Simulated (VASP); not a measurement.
Runs of VASP 6.6.1 on I. The structure is that of space group I4/mmm (No. 139), or close to it. The cells are those of the table. 

```tsv
cell	gap on the mesh (eV)	pressure (GPa)
a = 4.366 Å, angles 136.9, 136.9, 62.6°, 1 atom	none	(a)
a = 4.625 Å, angles 139.0, 139.0, 59.3°, 1 atom	none	-0.3
a = 4.717 Å, angles 139.8, 139.8, 58.1°, 1 atom	none	-0.5
a = 4.450 Å, angles 137.6, 137.6, 61.5°, 1 atom	none	0.3
```

Alike in all rows: task single point; level r2SCAN; potentials or basis VASP PAW PBE potentials, release 64 (I); no spin polarisation; k mesh 18 × 18 × 18; cutoff (eV) 520; smearing gaussian 0.1 eV.

Problem. Fill in the values left out.

Solution. (a) 0.8.

Caveats: the PAW data sets were made with another functional, which shifts forces and pressure a little; spin-orbit coupling is left out, which moves the levels of the heavy elements; an odd number of electrons without spin polarisation forces a metal; a magnetic or distorted state may lie lower.

A k mesh can miss the band edges, and the runs leave out spin-orbit coupling on I.

A gap of «none» marks levels without a gap at the run's occupations.
